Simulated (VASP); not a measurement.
# CdSe (Cadmoselite) (P6_3mc) in VASP: a series of runs, part 2 of 2

VASP 6.6.1. The steps go on from the part before.

**5. Single point, LDA (volume scaled by 1.02)**

INCAR

```
ALGO = Normal
EDIFF = 1E-7
ENCUT = 520
ISIF = 2
ISMEAR = -1
LASPH = True
LCHARG = False
LREAL = False
LWAVE = False
NBANDS = 26
NELM = 60
PREC = Accurate
SIGMA = 0.05
```

KPOINTS

```
k-points
0
Gamma
  7 7 4
```

POSCAR

```
CdSe
1.0
    4.3284776511      0.0000000000      0.0000000000
   -2.1642388256      3.7485716056      0.0000000000
    0.0000000000      0.0000000000      7.0664914211
Cd Se
2 2
Direct
    0.6666666667      0.3333333333      0.5000000000
    0.3333333333      0.6666666667      0.0000000000
    0.6666666667      0.3333333333      0.8850000000
    0.3333333333      0.6666666667      0.3850000000
```

Potentials or basis: VASP PAW LDA potentials, release 64 (Cd, Se).

On the command line:

```bash
$ cat potpaw_LDA.64/Cd/POTCAR potpaw_LDA.64/Se/POTCAR > POTCAR
$ mpirun -np 1 vasp_std > vasp.out
```

OUTCAR:

```text
EDIFF = 1E-7
   ENCUT = 520
   ISIF = 2
   ISMEAR = -1
   LASPH = True
   LREAL = False
   NELM = 60
   PREC = Accurate

 ion  position               nearest neighbor table
   1  0.667  0.333  0.500-   4 2.63   4 2.63   4 2.63   3 2.72
   2  0.333  0.667  0.000-   3 2.63   3 2.63   3 2.63   4 2.72
   3  0.667  0.333  0.885-   2 2.63   2 2.63   2 2.63   1 2.72
   4  0.333  0.667  0.385-   1 2.63   1 2.63   1 2.63   2 2.72

  LATTYP: Found a hexagonal cell.
 ALAT       =     4.3284776511
 C/A-ratio  =     1.6325581395

  Lattice vectors:

 A1 = (   4.3284776511,   0.0000000000,   0.0000000000)
 A2 = (  -2.1642388256,   3.7485716056,   0.0000000000)
 A3 = (   0.0000000000,   0.0000000000,   7.0664914211)

Analysis of symmetry for initial positions (statically):
=====================================================================
 Subroutine PRICEL returns:
 Original cell was already a primitive cell.

 Routine SETGRP: Setting up the symmetry group for a
 hexagonal supercell.

 Subroutine GETGRP returns: Found 12 space group operations
 (whereof  6 operations were pure point group operations)
 out of a pool of 24 trial point group operations.

The static configuration has the point symmetry C_3v.
 The point group associated with its full space group is C_6v.

Analysis of symmetry for dynamics (positions and initial velocities):
=====================================================================
 Subroutine PRICEL returns:
 Original cell was already a primitive cell.

 Routine SETGRP: Setting up the symmetry group for a
 hexagonal supercell.

 Subroutine GETGRP returns: Found 12 space group operations
 (whereof  6 operations were pure point group operations)
 out of a pool of 24 trial point group operations.

The dynamic configuration has the point symmetry C_3v.
 The point group associated with its full space group is C_6v.

 Subroutine INISYM returns: Found 12 space group operations
 (whereof  6 operations are pure point group operations),
 and found     1 'primitive' translations

----------------------------------------------------------------------------------------

                                     Primitive cell

  volume of cell :     114.6581

  direct lattice vectors                    reciprocal lattice vectors
     4.328477651  0.000000000  0.000000000     0.231028107  0.133384140  0.000000000
    -2.164238826  3.748571606  0.000000000     0.000000000  0.266768280  0.000000000
     0.000000000  0.000000000  7.066491421     0.000000000  0.000000000  0.141512943

  length of vectors
     4.328477651  4.328477651  7.066491421     0.266768280  0.266768280  0.141512943

  position of ions in fractional coordinates (direct lattice)
     0.666666667  0.333333333  0.500000000
     0.333333333  0.666666667  0.000000000
     0.666666667  0.333333333  0.885000000
     0.333333333  0.666666667  0.385000000

  ion indices of the primitive-cell ions
   primitive index   ion index
                 1           1
                 2           2
                 3           3
                 4           4

----------------------------------------------------------------------------------------

 KPOINTS: k-points

Automatic generation of k-mesh.
 Grid dimensions read from file:
 generate k-points for:    7    7    4

 Generating k-lattice:

  Cartesian coordinates                     Fractional coordinates (reciprocal lattice)
     0.033004015  0.019054877  0.000000000     0.142857143  0.000000000  0.000000000
     0.000000000  0.038109754  0.000000000     0.000000000  0.142857143  0.000000000
     0.000000000  0.000000000  0.035378236     0.000000000  0.000000000  0.250000000

  Length of vectors
     0.038109754  0.038109754  0.035378236

  Shift w.r.t. Gamma in fractional coordinates (k-lattice)
     0.000000000  0.000000000  0.000000000

 Subroutine IBZKPT returns following result:
 ===========================================

 Found     24 irreducible k-points:

 Following reciprocal coordinates:
            Coordinates               Weight
  0.000000  0.000000  0.000000      1.000000
  0.142857  0.000000  0.000000      6.000000
  0.285714  0.000000  0.000000      6.000000
  0.428571  0.000000  0.000000      6.000000
  0.142857  0.142857  0.000000      6.000000
  0.285714  0.142857  0.000000     12.000000
[... 16 lines left out ...]
  0.428571  0.142857  0.500000      6.000000
  0.285714  0.285714  0.500000      6.000000
   k-points           NKPTS =     24   k-points in BZ     NKDIM =     24   number of bands    NBANDS=     26
   number of dos      NEDOS =    301   number of ions     NIONS =      4
   total plane-waves  NPLWV =  55296
   dimension x,y,z NGX =    32 NGY =   32 NGZ =   54
   dimension x,y,z NGXF=    64 NGYF=   64 NGZF=  108
   ions per type =               2   2
   NGX,Y,Z   is equivalent  to a cutoff of  12.29, 12.29, 12.70 a.u.
   NGXF,Y,Z  is equivalent  to a cutoff of  24.58, 24.58, 25.41 a.u.
 SYSTEM =  unknown system
   PREC   = accura    normal or accurate (medium, high low for compatibility)
   ISTART =      0    job   : 0-new  1-cont  2-samecut
   ICHARG =      2    charge: 1-file 2-atom 10-const
   ISPIN  =      1    spin polarized calculation?
   LNONCOLLINEAR =      F non collinear calculations
   LSORBIT =      F    spin-orbit coupling
   LASPH  =      T    aspherical Exc in radial PAW
   ENCUT  =  520.0 eV  38.22 Ry    6.18 a.u.   8.05  8.05 13.14*2*pi/ulx,y,z
   NELM   =     60;   NELMIN=  2; NELMDL= -5     # of ELM steps
   EDIFF  = 0.1E-06   stopping-criterion for ELM
   LREAL  =      F    real-space projection
   EDIFFG = 0.1E-05   stopping-criterion for IOM
   NSW    =      0    number of steps for IOM
   IBRION =     -1    ionic relax: 0-MD 1-quasi-New 2-CG
   NFREE  =      0    steps in history (QN), initial steepest desc. (CG)
   ISIF   =      2    stress and relaxation
   ISYM   =      2    0-nonsym 1-usesym 2-fastsym
   POTIM  = 0.5000    time-step for ionic-motion
   TEBEG  =    0.0;   TEEND  =   0.0 temperature during run
   PSTRESS=    0.0 pullay stress
   NELECT =      36.0000    total number of electrons
   NUPDOWN=      -1.0000    fix difference up-down
   EMIN   =  10.00;   EMAX   =-10.00  energy-range for DOS
   EFERMI =   0.00;   METHOD = LEGACY
   ISMEAR =    -1;   SIGMA  =   0.05  broadening in eV -4-tet -1-fermi 0-gaus
   EFERMI_NEDOS =   21; number of points for ismear=-14 and -15
   IALGO  =     38    algorithm
   IMIX   =      4    mixing-type and parameters
     AMIX     =   0.40;   BMIX     =  1.00
     AMIX_MAG =   1.60;   BMIX_MAG =  1.00
  volume/ion in A,a.u.               =      28.66       193.44
  Fermi-wavevector in a.u.,A,eV,Ry     =   1.112690  2.102679 16.845078  1.238078
  Thomas-Fermi vector in A             =   2.249267
   LORBIT       =      0    0 simple, 1 ext, 2 COOP (PROOUT), +10 PAW based schemes
   GGA     = CA    functional components
   LHFCALC =     F    Hartree Fock is set to
   AEXX    =    0.0000 exact exchange contribution
   IVDW    =     0    specifies the selected vdW correction
   LEPSILON=     F    determine dielectric tensor
   LRPA    =     F    only Hartree local field effects (RPA)
 non-spin polarized calculation
  energy-cutoff  :      520.00
  volume of cell :      114.66
 maximum number of plane-waves:      3102
   NGX = 17   NGY = 17   NGZ = 27

 number of electron      36.0000000 magnetization

 Free energy of the ion-electron system (eV)
  ---------------------------------------------------
  ext. energy  EPLUGINS =         0.00000000
  ---------------------------------------------------
  free energy    TOTEN  =       -13.45914536 eV

  energy without entropy =      -13.45897561  energy(sigma->0) =      -13.45906049

 E-fermi :   0.8889     XC(G=0):  -9.2001

 val. band max:        0.6439734694   @ k =   0.0000   0.0000   0.0000
 cond. band min:       1.0632942516   @ k =   0.0000   0.0000   0.0000
 fundamental gap:      0.4193207822
 Fermi energy:         0.8888821193

 k-point     1 :       0.0000    0.0000    0.0000
  band No.  band energies     occupation
      1     -11.8901      2.00000
      2     -11.5342      2.00000
      3      -7.2397      2.00000
      4      -7.2397      2.00000
      5      -7.1870      2.00000
      6      -7.1870      2.00000
[... 685 lines left out ...]
     25       8.5207      0.00000
     26       8.5207      0.00000

------------------------ aborting loop because EDIFF is reached ----------------------------------------

  FORCE on cell =-STRESS in cart. coord.  units (eV):
  Direction    XX          YY          ZZ          XY          YZ          ZX
  --------------------------------------------------------------------------------------
  -------------------------------------------------------------------------------------
  Total       -1.3208084     -1.3208084     -2.3679868      0.0000000     -0.0000000      0.0000000
  in kB      -18.4563404    -18.4563404    -33.0891054      0.0000000     -0.0000000      0.0000000
  external PRESSURE =     -23.3339287 kB  Pullay stress =       0.0000000 kB

 VOLUME and BASIS-vectors are now :
 -----------------------------------------------------------------------------
  energy-cutoff  :      520.00
  volume of cell :      114.66
      direct lattice vectors                 reciprocal lattice vectors
     4.328477651  0.000000000  0.000000000     0.231028107  0.133384140  0.000000000
    -2.164238826  3.748571606  0.000000000     0.000000000  0.266768280  0.000000000
     0.000000000  0.000000000  7.066491421     0.000000000  0.000000000  0.141512943

 POSITION                                       TOTAL-FORCE (eV/Angst)
 -----------------------------------------------------------------------------------
      2.16424      1.24952      3.53325        -0.000000      0.000000      0.245675
     -0.00000      2.49905      0.00000         0.000000     -0.000000      0.245675
      2.16424      1.24952      6.25384        -0.000000      0.000000     -0.245675
     -0.00000      2.49905      2.72060         0.000000     -0.000000     -0.245675
 -----------------------------------------------------------------------------------
    total drift:                               -0.000000     -0.000000     -0.000476

  FREE ENERGIE OF THE ION-ELECTRON SYSTEM (eV)
  ---------------------------------------------------
  free  energy   TOTEN  =       -13.4591453639 eV

  energy  without entropy=      -13.4589756117  energy(sigma->0) =      -13.45906049
```

OSZICAR:

```text
N       E                     dE             d eps       ncg     rms          rms(c)
DAV:   1     0.240402293480E+03    0.24040E+03   -0.17063E+04  1248   0.125E+03
DAV:   2    -0.114909409730E+01   -0.24155E+03   -0.23366E+03  1374   0.311E+02
DAV:   3    -0.140990562957E+02   -0.12950E+02   -0.12867E+02  1482   0.720E+01
DAV:   4    -0.142109182064E+02   -0.11186E+00   -0.11177E+00  1398   0.627E+00
DAV:   5    -0.142115993594E+02   -0.68115E-03   -0.68107E-03  1428   0.464E-01    0.847E+00
DAV:   6    -0.135121564736E+02    0.69944E+00   -0.12164E+00  1598   0.111E+01    0.664E+00
DAV:   7    -0.134674122658E+02    0.44744E-01   -0.42702E-01  1310   0.341E+00    0.255E+00
DAV:   8    -0.134599961662E+02    0.74161E-02   -0.50203E-02  1296   0.221E+00    0.332E-01
DAV:   9    -0.134592246369E+02    0.77153E-03   -0.67508E-03  1372   0.953E-01    0.867E-02
DAV:  10    -0.134591323657E+02    0.92271E-04   -0.55006E-04  1316   0.267E-01    0.488E-02
DAV:  11    -0.134591528418E+02   -0.20476E-04   -0.10505E-04  1314   0.719E-02    0.192E-02
DAV:  12    -0.134591451132E+02    0.77287E-05   -0.23512E-05  1386   0.516E-02    0.791E-03
DAV:  13    -0.134591458749E+02   -0.76178E-06   -0.75087E-06  1300   0.154E-02    0.632E-03
DAV:  14    -0.134591453547E+02    0.52026E-06   -0.14591E-06  1274   0.955E-03    0.172E-03
DAV:  15    -0.134591453639E+02   -0.92227E-08   -0.12516E-07   942   0.181E-03
   1 F= -.13459145E+02 E0= -.13459060E+02  d E =-.169752E-03
```

It took 43 s on 1 thread of Intel Xeon Platinum 8259CL at 2.50GHz (Skylake/Cascade Lake), shared host; peak memory 0.22 GiB.

What came out:

| Item | Value |
| --- | --- |
| Free energy | -13.4591 eV |
| Pressure | -2.3 GPa |
| Largest force | 0.246 eV/Å |
| Band gap on the k mesh | 0.42 eV, direct |

Forces in eV/Å, atoms in the order of the input:
```
Cd   0.000  0.000  0.246
Cd   0.000  0.000  0.246
Se   0.000  0.000 -0.246
Se   0.000  0.000 -0.246
```

Levels at points of the mesh, in eV from the valence-band top:
| k point | band 14 | band 15 | band 16 | band 17 | band 18 | band 19 | band 20 | band 21 | band 22 | band 23 |
| --- | --- | --- | --- | --- | --- | --- | --- | --- | --- | --- |
| (0.00, 0.00, 0.00) | -0.71 | -0.71 | -0.01 | 0.00 | 0.00 | 0.42 | 1.90 | 5.73 | 5.73 | 5.99 |
| (0.00, 0.00, 0.50) | -2.59 | -0.37 | -0.37 | -0.37 | -0.37 | 2.11 | 2.11 | 5.62 | 5.62 | 6.12 |

**6. Overview**

```csv
level,potentials or basis,cell,gap on the mesh (eV),pressure (GPa),largest force (eV/Å)
PBEsol,"VASP PAW PBE potentials, release 64 (Cd, Se)","a = 4.271, b = 4.271, c = 6.973 Å, angles 90.0, 90.0, 120.0°, 4 atoms",0.62,1.6,0.30
LDA,"VASP PAW LDA potentials, release 64 (Cd, Se)","a = 4.300, b = 4.300, c = 7.020 Å, angles 90.0, 90.0, 120.0°, 4 atoms",0.46,-1.4,0.27
PBEsol,"VASP PAW PBE potentials, release 64 (Cd, Se)","a = 4.300, b = 4.300, c = 7.020 Å, angles 90.0, 90.0, 120.0°, 4 atoms",0.58,0.5,0.27
LDA,"VASP PAW LDA potentials, release 64 (Cd, Se)","a = 4.328, b = 4.328, c = 7.066 Å, angles 90.0, 90.0, 120.0°, 4 atoms",0.42,-2.3,0.25
```

Alike in all rows: task single point; no spin polarisation; k mesh 7 × 7 × 4; cutoff (eV) 520; smearing fermi-dirac 0.05 eV.

Caveats: the PAW data sets were made with another functional, which shifts forces and pressure a little (some runs).

Absolute energies hang on the potentials; compare differences alone.
